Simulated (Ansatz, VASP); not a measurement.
## One calculation of GaB3As4, two programs

```
Ga B As
1.0
     3.63490    0.00000    0.00000
    -1.81745    3.14792    0.00000
     0.00000    0.00000   11.98914
Ga B As
1 3 4
Direct
  0.66667 0.33333 0.24999
  0.33333 0.66667 0.49999
  0.33333 0.66667 0.99999
  0.66667 0.33333 0.74999
  0.33333 0.66667 0.18701
  0.33333 0.66667 0.68701
  0.66667 0.33333 0.43701
  0.66667 0.33333 0.93701
```

Alike in both runs: task single point; functional PBE; k mesh 6 × 6 × 2; occupations gaussian, width 0.1 eV; no spin polarisation.

```csv
,VASP,Ansatz
version,VASP 6.6.1,Ansatz 0.2.0
potentials or method,"VASP PAW PBE potentials, release 64 (Ga_d, B, As), cutoff 520 eV","scalar-relativistic, plane waves, PAW"
valence electrons in the cell,42,82
```

|  | VASP | Ansatz | Ansatz less VASP |
| --- | --- | --- | --- |
| gap on the k mesh at the Fermi level (eV) | 0.96 | 0.95 | -0.003 |
| least direct gap on the mesh (eV) | 0.96 | 0.95 | -0.003 |
| pressure (GPa) | -2.7 | -2.9 | -0.24 |
| traceless stress, the component that is largest in VASP (GPa) | 0.14 | 0.14 | +0.006 |
| rms of the force components (eV/Å) | 1.075 | 1.073 | -0.0024 |

Atom by atom the forces differ by 0.003 eV/Å (rms over components). The functional is the same, so the differences come from potentials, cutoffs and numerics. VASP's potentials hold 42 valence electrons a cell and Ansatz's 82, so a difference there can come from the potentials and not from the codes.
